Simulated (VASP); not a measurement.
A run of VASP 6.6.1:

The input INCAR:

```
SYSTEM = FeCo
PREC = Accurate ; ENCUT = 600
EDIFF = 1E-6 ; ISMEAR = 0
SIGMA = 0.1 ; LREAL = .FALSE.
LASPH = .TRUE. ; NELM = 150
ALGO = Normal ; ISIF = 3
LWAVE = .FALSE. ; LCHARG = .FALSE.
ISPIN = 2 ; MAGMOM = 3.05 2.01
LORBIT = 11 ; LMAXMIX = 4
GGA = PS ; IBRION = 2
NSW = 100 ; EDIFFG = -0.005
```

Contents of KPOINTS:

```
regular mesh
0
G
  16 16 16
  0 0 0
```

Contents of POSCAR:

```
FeCo
1.0
    2.8022955322      0.0000000000      0.0000000000
    0.0000000000      2.8022955322      0.0000000000
    0.0000000000      0.0000000000      2.8022955322
Fe Co
1 1
Direct
    0.5000000000      0.5000000000      0.5000000000
    0.0000000000      0.0000000000      0.0000000000
```

Potentials or basis: VASP PAW PBE potentials, release 64 (Fe, Co).

The run is started by

```sh
$ cat potpaw_PBE.64/Fe/POTCAR potpaw_PBE.64/Co/POTCAR > POTCAR
$ mpirun -np 1 vasp_std > vasp.out
```

Hardware: 1 thread of Intel Xeon 8259CL (shared host).

**Question.** How long does it take, and how much memory?

**Answer.** Run time: 4.8 min on 1 thread of Intel Xeon 8259CL (shared host), peak memory 0.25 GiB. Counts: scf iterations 30, k points 165, ion steps 3.
